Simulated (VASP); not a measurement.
Runs of VASP 6.6.1 on Mo2Os. The structure is that of space group P6/mmm (No. 191), or close to it. The cells are those of the table. 

```tsv
task	cell	k mesh	cutoff (eV)	gap on the mesh (eV)	pressure (GPa)	relaxed volume (Å³/atom)
single point	a = 4.392, b = 4.392, c = 2.770 Å, angles 90.0, 90.0, 120.0°, 3 atoms	6 × 6 × 4	520	none	0.3	-
single point	a = 4.408, b = 4.408, c = 2.741 Å, angles 90.0, 90.0, 120.0°, 3 atoms	12 × 12 × 16	520	none	0.3	-
single point	a = 4.415, b = 4.415, c = 2.729 Å, angles 90.0, 90.0, 120.0°, 3 atoms	6 × 6 × 6	520	none	0.7	-
relaxation of cell and atoms	relaxed from a = 3.500, b = 3.500, c = 3.779 Å, angles 90.0, 90.0, 120.0°, 3 atoms	6 × 6 × 4	600	none	0.2	15.41
relaxation of cell and atoms	relaxed from a = 4.415, b = 4.415, c = 2.729 Å, angles 90.0, 90.0, 120.0°, 3 atoms	12 × 12 × 16	600	none	0.0	15.39
relaxation of cell and atoms	relaxed from a = 4.392, b = 4.392, c = 2.770 Å, angles 90.0, 90.0, 120.0°, 3 atoms	6 × 6 × 6	600	none	-0.4	15.41
single point	a = 3.500, b = 3.500, c = 3.779 Å, angles 90.0, 90.0, 120.0°, 3 atoms	6 × 6 × 6	520	none	(a)	-
```

Alike in all rows: level PBE; potentials or basis VASP PAW PBE potentials, release 64 (Mo_sv, Os); no spin polarisation; smearing gaussian 0.1 eV.

Q: Estimate the missing entries.

A: (a) 122.3.

Caveats: some runs use coarse meshes; spin-orbit coupling is left out, which moves the levels of the heavy elements; the volume moved by over 15 % at a fixed basis, so the end points are rough (at least some runs); atoms lie so close that the PAW spheres overlap strongly, which falsifies energies and pressures (at least some runs); the stress differs along the axes, from 26 to 170 GPa (at least some runs).

A k mesh can miss the band edges, and the runs leave out spin-orbit coupling on Mo, Os.

A gap of «none» marks levels without a gap at the run's occupations.
